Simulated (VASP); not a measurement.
Here is a VASP 6.6.1 calculation.

The input INCAR:

```
SYSTEM = HfO2
PREC = Accurate
ENCUT = 600
EDIFF = 1E-6
ISMEAR = 0
SIGMA = 0.1
LREAL = .FALSE.
LASPH = .TRUE.
NELM = 120
ALGO = Normal
ISIF = 2
LWAVE = .FALSE.
LCHARG = .TRUE.
GGA = CA
LELF = .TRUE.
LVHAR = .TRUE.
NBANDS = 18
GGA_COMPAT = .FALSE.
```

File KPOINTS:

```
Automatic mesh
0
G
  6 6 6
  0 0 0
```

POSCAR

```
HfO2
1.0
    0.0000000000      2.5575000000      2.5575000000
    2.5575000000      0.0000000000      2.5575000000
    2.5575000000      2.5575000000      0.0000000000
Hf O
1 2
Direct
    0.0000000000      0.0000000000      0.0000000000
    0.2500000000      0.2500000000      0.2500000000
    0.7500000000      0.7500000000      0.7500000000
```

Potentials or basis: VASP PAW LDA potentials, release 64 (Hf_pv, O).

Launch:

```bash
$ cat potpaw_LDA.64/Hf_pv/POTCAR potpaw_LDA.64/O/POTCAR > POTCAR
$ mpirun -np 1 vasp_std > vasp.out
```

Q: Predict the band gap on the k mesh.

A: 3.53 eV.

Q: Predict the pressure.

A: -19.6 GPa.

Caveat: the cell stands under tension; spin-orbit coupling is left out, which moves the levels of the heavy elements. Expect the measured gap to be larger: semilocal functionals such as LDA lack the derivative discontinuity.
